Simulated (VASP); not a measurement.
H24CO11, 36 atoms in the cell. The cell holds an amorphous packing of atoms, 36 atoms: a = 6.913 Å, b = 6.913 Å, c = 6.913 Å, α = 90.00°, β = 90.00°, γ = 90.00°. 

- Program: VASP 6.6.1
- Task: single point
- Functional: PBE
- Dispersion: D3(BJ)
- Potentials or basis: VASP PAW PBE potentials, release 64 (O, H, C)
- Cutoff: 520 eV
- k mesh: 1 × 1 × 1
- Occupations: fermi-dirac, width 0.05 eV
- Spin: no spin polarisation
- Dipole correction: no
- Further INCAR settings: LREAL = Auto; ALGO = Normal; EDIFF = 1e-06; NBANDS = 71

Potentials or basis: VASP PAW PBE potentials, release 64 (O, H, C).

Command:

```bash
$ cat potpaw_PBE.64/O/POTCAR potpaw_PBE.64/H/POTCAR potpaw_PBE.64/C/POTCAR > POTCAR
$ mpirun -np 1 vasp_gam > vasp.out
```

Hardware: 1 thread of Intel(R) Xeon(R) 6975P-C (Granite Rapids), with other jobs on the host.

Problem. How long does it take, and how much memory?

Solution. Wall time 32 s on 1 thread of Intel(R) Xeon(R) 6975P-C (Granite Rapids), with other jobs on the host, peak memory 0.39 GiB. Counts: scf iterations 16, k points 1.
